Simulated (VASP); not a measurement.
# Lu3Si (P4mm) in VASP: further runs

The runs below take Lu3Si through single point, with PBEsol.

Program: VASP 6.6.1. These are calculated values, not measurements. Logs are shortened: lines on timing, memory, paths and dates and some standing lists are left out, and cuts for length are marked.

### Step 1. The cell of the first run

Symmetry: P4mm, No. 99, tetragonal system. Conventional cell: a = 4.541 Å, b = 4.541 Å, c = 4.541 Å, α = 90.00°, β = 90.00°, γ = 90.00°. Lu (site symmetry 2mm) has 4 Si at 3.07 to 3.36 Å and 8 Lu at 3.21 Å within 4.0 Å. Within 4.2 Å of Lu (site symmetry 4mm) lie 8 Lu at 3.21 Å and 4 Si at 3.22 Å. Si (site symmetry 4mm) has 12 Lu at 3.07 to 3.36 Å within 4.0 Å.

### Step 2. Single point, PBEsol

INCAR

```
SYSTEM = Lu3Si
ALGO = Normal ; EDIFF = 1E-6
ENCUT = 520 ; GGA = PS
ISIF = 2 ; ISMEAR = -1
LASPH = .True. ; LCHARG = .False.
LREAL = .False. ; LWAVE = .False.
NBANDS = 48 ; NELM = 100
PREC = Accurate ; SIGMA = 0.1
```

KPOINTS

```
k-points
0
Gamma
  5 5 5
  0 0 0
```

POSCAR

```
Lu3Si
1.0
    4.5414190000      0.0000000000      0.0000000000
    0.0000000000      4.5414190000      0.0000000000
    0.0000000000      0.0000000000      4.5414190000
Lu Si
3 1
Direct
    0.0000000000      0.5000000000      0.5000000000
    0.5000000000      0.0000000000      0.5000000000
    0.5000000000      0.5000000000      0.0000000000
    0.0000000000      0.0000000000     -0.0440390988
```

Potentials or basis: VASP PAW PBE potentials, release 64 (Lu, Si).

Launch:

```sh
$ cat potpaw_PBE.64/Lu/POTCAR potpaw_PBE.64/Si/POTCAR > POTCAR
$ mpirun -np 1 vasp_std > vasp.out
```

OUTCAR:

```text
SYSTEM = Lu3Si
   EDIFF = 1E-6
   ENCUT = 520
   GGA = PS
   ISIF = 2
   ISMEAR = -1
   LASPH = .True.
   LREAL = .False.
   NELM = 100
   PREC = Accurate

 ion  position               nearest neighbor table
   1  0.000  0.500  0.500-   4 3.07   4 3.07   2 3.21   3 3.21   2 3.21   3 3.21   2 3.21   3 3.21
                             3 3.21   2 3.21   4 3.36   4 3.36
   2  0.500  0.000  0.500-   4 3.07   4 3.07   1 3.21   3 3.21   1 3.21   3 3.21   3 3.21   1 3.21
                             3 3.21   1 3.21   4 3.36   4 3.36
   3  0.500  0.500  0.000-   1 3.21   2 3.21   1 3.21   2 3.21   2 3.21   2 3.21   1 3.21   1 3.21
                             4 3.22   4 3.22   4 3.22   4 3.22
   4  0.000  0.000  0.956-   1 3.07   2 3.07   1 3.07   2 3.07   3 3.22   3 3.22   3 3.22   3 3.22
                             2 3.36   1 3.36   2 3.36   1 3.36

  LATTYP: Found a simple cubic cell.
 ALAT       =     4.5414190000

  Lattice vectors:

 A1 = (   4.5414190000,   0.0000000000,   0.0000000000)
 A2 = (   0.0000000000,   4.5414190000,   0.0000000000)
 A3 = (   0.0000000000,   0.0000000000,   4.5414190000)

Analysis of symmetry for initial positions (statically):
=====================================================================
 Subroutine PRICEL returns:
 Original cell was already a primitive cell.

 Routine SETGRP: Setting up the symmetry group for a
 simple cubic supercell.

 Subroutine GETGRP returns: Found  8 space group operations
 (whereof  8 operations were pure point group operations)
 out of a pool of 48 trial point group operations.

The static configuration has the point symmetry C_4v.

Analysis of symmetry for dynamics (positions and initial velocities):
=====================================================================
 Subroutine PRICEL returns:
 Original cell was already a primitive cell.

 Routine SETGRP: Setting up the symmetry group for a
 simple cubic supercell.

 Subroutine GETGRP returns: Found  8 space group operations
 (whereof  8 operations were pure point group operations)
 out of a pool of 48 trial point group operations.

The dynamic configuration has the point symmetry C_4v.

 Subroutine INISYM returns: Found  8 space group operations
 (whereof  8 operations are pure point group operations),
 and found     1 'primitive' translations

----------------------------------------------------------------------------------------
[... 88 lines left out ...]
   ENCUT  =  520.0 eV  38.22 Ry    6.18 a.u.   8.44  8.44  8.44*2*pi/ulx,y,z
   NELM   =    100;   NELMIN=  2; NELMDL= -5     # of ELM steps
   EDIFF  = 0.1E-05   stopping-criterion for ELM
   LREAL  =      F    real-space projection
   EDIFFG = 0.1E-04   stopping-criterion for IOM
   NSW    =      0    number of steps for IOM
   IBRION =     -1    ionic relax: 0-MD 1-quasi-New 2-CG
   NFREE  =      0    steps in history (QN), initial steepest desc. (CG)
   ISIF   =      2    stress and relaxation
   ISYM   =      2    0-nonsym 1-usesym 2-fastsym
   POTIM  = 0.5000    time-step for ionic-motion
   TEBEG  =    0.0;   TEEND  =   0.0 temperature during run
   PSTRESS=    0.0 pullay stress
   NELECT =      79.0000    total number of electrons
   NUPDOWN=      -1.0000    fix difference up-down
   EMIN   =  10.00;   EMAX   =-10.00  energy-range for DOS
   EFERMI =   0.00;   METHOD = LEGACY
   ISMEAR =    -1;   SIGMA  =   0.10  broadening in eV -4-tet -1-fermi 0-gaus
   EFERMI_NEDOS =   21; number of points for ismear=-14 and -15
   IALGO  =     38    algorithm
   IMIX   =      4    mixing-type and parameters
     AMIX     =   0.40;   BMIX     =  1.00
     AMIX_MAG =   1.60;   BMIX_MAG =  1.00
  volume/ion in A,a.u.               =      23.42       158.02
  Fermi-wavevector in a.u.,A,eV,Ry     =   1.546770  2.922971 32.551886  2.392496
  Thomas-Fermi vector in A             =   2.651958
   LORBIT       =      0    0 simple, 1 ext, 2 COOP (PROOUT), +10 PAW based schemes
   GGA     = PS    functional components
   LHFCALC =     F    Hartree Fock is set to
   AEXX    =    0.0000 exact exchange contribution
   IVDW    =     0    specifies the selected vdW correction
   LEPSILON=     F    determine dielectric tensor
   LRPA    =     F    only Hartree local field effects (RPA)
 non-spin polarized calculation
  energy-cutoff  :      520.00
  volume of cell :       93.66
 maximum number of plane-waves:      2542
 NGX is ok and might be reduce to    36
   NGX = 17   NGY = 17   NGZ = 17

 number of electron      79.0000036 magnetization

 Free energy of the ion-electron system (eV)
  ---------------------------------------------------
  ext. energy  EPLUGINS =         0.00000000
  ---------------------------------------------------
  free energy    TOTEN  =       -21.72798814 eV

  energy without entropy =      -21.58538737  energy(sigma->0) =      -21.65668776

 E-fermi :   3.6103     XC(G=0): -11.2705

 val. band max:        3.5639037116   @ k =   0.4000   0.4000   0.0000
 cond. band min:       3.6350768162   @ k =   0.2000   0.0000   0.0000
 fundamental gap:      0.0711731047
 Fermi energy:         3.6103454964

 k-point     1 :       0.0000    0.0000    0.0000
  band No.  band energies     occupation
      1     -52.5145      2.00000
      2     -52.4403      2.00000
      3     -52.4278      2.00000
      4     -23.5119      2.00000
      5     -23.5072      2.00000
      6     -23.5072      2.00000
[... 907 lines left out ...]
     47       6.9273      0.00000
     48       7.4082      0.00000

------------------------ aborting loop because EDIFF is reached ----------------------------------------

  FORCE on cell =-STRESS in cart. coord.  units (eV):
  Direction    XX          YY          ZZ          XY          YZ          ZX
  --------------------------------------------------------------------------------------
  -------------------------------------------------------------------------------------
  Total       -1.8849863     -1.8849863     -1.6931466      0.0000000      0.0000000      0.0000000
  in kB      -32.2436405    -32.2436405    -28.9621249      0.0000000      0.0000000      0.0000000
  external PRESSURE =     -31.1498020 kB  Pullay stress =       0.0000000 kB

 VOLUME and BASIS-vectors are now :
 -----------------------------------------------------------------------------
  energy-cutoff  :      520.00
  volume of cell :       93.66
      direct lattice vectors                 reciprocal lattice vectors
     4.541419000  0.000000000  0.000000000     0.220195494  0.000000000  0.000000000
     0.000000000  4.541419000  0.000000000     0.000000000  0.220195494  0.000000000
     0.000000000  0.000000000  4.541419000     0.000000000  0.000000000  0.220195494

 POSITION                                       TOTAL-FORCE (eV/Angst)
 -----------------------------------------------------------------------------------
      0.00000      2.27071      2.27071         0.000000     -0.000000     -0.091361
      2.27071      0.00000      2.27071        -0.000000     -0.000000     -0.091361
      2.27071      2.27071      0.00000        -0.000000      0.000000     -0.313317
      0.00000      0.00000      4.34142        -0.000000     -0.000000      0.496040
 -----------------------------------------------------------------------------------
    total drift:                                0.000000      0.000000     -0.000256

  FREE ENERGIE OF THE ION-ELECTRON SYSTEM (eV)
  ---------------------------------------------------
  free  energy   TOTEN  =       -21.7279881440 eV

  energy  without entropy=      -21.5853873747  energy(sigma->0) =      -21.65668776
```

OSZICAR:

```text
N       E                     dE             d eps       ncg     rms          rms(c)
DAV:   1     0.638532926028E+03    0.63853E+03   -0.27097E+04  2544   0.524E+03
DAV:   2     0.681873982734E+02   -0.57035E+03   -0.53896E+03  2208   0.874E+02
DAV:   3    -0.988606431192E+01   -0.78073E+02   -0.75684E+02  1928   0.189E+02
DAV:   4    -0.216538370369E+02   -0.11768E+02   -0.11486E+02  2912   0.534E+01
DAV:   5    -0.222413943825E+02   -0.58756E+00   -0.58631E+00  2688   0.116E+01    0.731E+00
DAV:   6    -0.217911711358E+02    0.45022E+00   -0.16443E+00  2808   0.201E+01    0.322E+00
DAV:   7    -0.217338583023E+02    0.57313E-01   -0.40924E-01  2840   0.119E+01    0.872E-01
DAV:   8    -0.217270204521E+02    0.68379E-02   -0.60460E-02  2952   0.579E+00    0.226E-01
DAV:   9    -0.217276033244E+02   -0.58287E-03   -0.91651E-03  2800   0.149E+00    0.155E-01
DAV:  10    -0.217278796519E+02   -0.27633E-03   -0.24917E-03  2744   0.611E-01    0.612E-02
DAV:  11    -0.217279821446E+02   -0.10249E-03   -0.91068E-04  2312   0.736E-01    0.341E-02
DAV:  12    -0.217279786027E+02    0.35420E-05   -0.13923E-04  2464   0.979E-01    0.111E-02
DAV:  13    -0.217279869035E+02   -0.83008E-05   -0.78154E-05  2384   0.107E-01    0.801E-03
DAV:  14    -0.217279880007E+02   -0.10973E-05   -0.30540E-05  2064   0.390E-01    0.428E-03
DAV:  15    -0.217279881440E+02   -0.14326E-06   -0.28551E-06  1664   0.136E-01
   1 F= -.21727988E+02 E0= -.21656688E+02  d E =-.142601E+00
```

Wall time 5.3 min (1 thread of AMD EPYC, shared host); peak memory 0.21 GiB.

What came out:

* Free energy: -21.7280 eV
* Pressure: -3.1 GPa
* Largest force: 0.496 eV/Å
* Band gap on the k mesh: zero (an odd number of electrons rules out a gap without spin polarisation)

Forces in eV/Å, atoms in the order of the input:
```
Lu   0.000  0.000 -0.091
Lu   0.000  0.000 -0.091
Lu   0.000  0.000 -0.313
Si   0.000  0.000  0.496
```

Stress tensor (GPa, compression positive):
```
-3.22  0.00  0.00
 0.00 -3.22  0.00
 0.00  0.00 -2.90
```

Caveat: the cell stands under tension; the PAW data sets were made with another functional, which shifts forces and pressure a little; spin-orbit coupling is left out, which moves the levels of the heavy elements.

### Step 3. Single point, PBEsol

INCAR

```
SYSTEM = Lu3Si
  PREC = Accurate
  ENCUT = 520
  EDIFF = 1E-6
  ISMEAR = -1
  SIGMA = 0.1
  LREAL = .False.
  LASPH = .True.
  NELM = 100
  ALGO = Normal
  ISIF = 2
  LWAVE = .False.
  LCHARG = .False.
  GGA = PS
  NBANDS = 48
```

KPOINTS

```
regular mesh
0
Gamma
  5 5 5
  0 0 0
```

Edit POSCAR of step 2 so:

```diff
@@ -11,2 +11,2 @@
     0.5000000000      0.5000000000      0.0000000000
-    0.0000000000      0.0000000000     -0.0440390988
+    0.0000000000      0.0000000000      0.0440390988
```

Potentials or basis: VASP PAW PBE potentials, release 64 (Lu, Si).

Launch:

```sh
$ cat potpaw_PBE.64/Lu/POTCAR potpaw_PBE.64/Si/POTCAR > POTCAR
$ mpirun -np 1 vasp_std > vasp.out
```

Wall time 5.1 min (1 thread of AMD EPYC, shared host); peak memory 0.21 GiB.

Results (log left out):

* Free energy: -21.7280 eV
* Pressure: -3.1 GPa
* Largest force: 0.496 eV/Å
* Band gap on the k mesh: zero (an odd number of electrons rules out a gap without spin polarisation)

Forces in eV/Å, atoms in the order of the input:
```
Lu   0.000  0.000  0.091
Lu   0.000  0.000  0.091
Lu   0.000  0.000  0.313
Si   0.000  0.000 -0.496
```

Stress tensor (GPa, compression positive):
```
-3.22  0.00  0.00
 0.00 -3.22  0.00
 0.00  0.00 -2.89
```

Levels at points of the mesh, in eV from the Fermi level:
| k point | band 37 | band 38 | band 39 | band 40 | band 41 | band 42 | band 43 | band 44 |
| --- | --- | --- | --- | --- | --- | --- | --- | --- |
| (0.00, 0.00, 0.00) | -1.59 | -0.91 | -0.91 | -0.67 | -0.25 | -0.25 | -0.25 | 2.29 |

Caveat: the cell stands under tension; the PAW data sets were made with another functional, which shifts forces and pressure a little; spin-orbit coupling is left out, which moves the levels of the heavy elements.

The gap in the log of VASP goes by the Fermi energy; the results here count the filled bands.